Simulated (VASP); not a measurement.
Wanted: the native input for a VASP 6.6.1 run.

```
Task                      : relaxation of the atoms
Functional                : PBEsol
Potentials or basis       : VASP PAW PBE potentials, release 64 (Mg, O)
Cutoff                    : 520 eV
k mesh                    : 8 × 5 × 1
Occupations               : gaussian, width 0.1 eV
Spin                      : no spin polarisation
Dipole correction         : yes
Atoms held fixed (from 0) : [0, 1, 2, 3, 4]
Further INCAR settings    : ALGO = Normal; EDIFF = 1e-06; IBRION = 2; EDIFFG = -0.025; NSW = 36
```

The structure of Mg4O lies in POSCAR:

```
Mg4O
1.0
    3.1881999939      0.0000000000      0.0000000000
    0.0000000000      5.1084658709      0.0000000000
    0.0000000000      0.0000000000     19.1358427726
Mg O
4 1
Selective dynamics
Direct
    0.0000000000      0.7500000000      0.2090318178  F F F
    0.5000000000      0.2500000000      0.2571276385  F F F
    0.5000000000      0.7500000000      0.3576109084  F F F
    0.0000000000      0.2500000000      0.3990335238  F F F
    0.5000000000      0.6250000000      0.4405875200  F F T
```

The input as run:

INCAR

```
SYSTEM = Mg4O
PREC = Accurate
ENCUT = 520
EDIFF = 1E-6
ISMEAR = 0
SIGMA = 0.1
LREAL = .False.
LASPH = .True.
NELM = 60
ALGO = Normal
ISIF = 2
LWAVE = .False.
LCHARG = .False.
LDIPOL = .True.
IDIPOL = 3
DIPOL = 0.5 0.5 0.333
GGA = PS
IBRION = 2
NSW = 36
EDIFFG = -0.025
```

KPOINTS

```
regular mesh
0
Gamma
  8 5 1
  0 0 0
```

Potentials or basis: VASP PAW PBE potentials, release 64 (Mg, O).

The run is started by

```bash
$ cat potpaw_PBE.64/Mg/POTCAR potpaw_PBE.64/O/POTCAR > POTCAR
$ mpirun -np 1 vasp_std > vasp.out
```

Results of the run:

The energy gained by relaxing is 9.8 meV/atom, the ionic steps are 3 and the band gap on the k mesh is zero (band 7 reaches -2.25 eV, above the bottom of band 8 at -2.89 eV).

Run time: 3.7 min on 1 thread of Oxide Virtual Turin-like Processor, with other jobs on the host, peak memory 0.37 GiB.
